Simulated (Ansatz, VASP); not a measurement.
Pd: VASP beside Ansatz

```
Pd
1.0
     0.00000    1.94050    1.94050
     1.94050    0.00000    1.94050
     1.94050    1.94050    0.00000
Pd
1
Cartesian
  0.0000 0.0000 0.0000
```

Alike in both runs: task single point; functional LDA; k mesh 11 × 11 × 11; occupations fermi-dirac, width 0.1 eV; no spin polarisation.

```csv
,VASP,Ansatz
version,VASP 6.6.1,Ansatz 0.2.0
potentials or method,"VASP PAW LDA potentials, release 64 (Pd), cutoff 500 eV","PAW, plane waves, scalar-relativistic"
valence electrons in the cell,10,18
```

|  | VASP | Ansatz | Ansatz less VASP |
| --- | --- | --- | --- |
| pressure (GPa) | -5.7 | -6.0 | -0.31 |

LDA's correlation is that of Perdew and Zunger in VASP and of Perdew and Wang (1992) in Ansatz. VASP's potentials hold 10 valence electrons a cell and Ansatz's 18, so a difference there can come from the potentials and not from the codes.
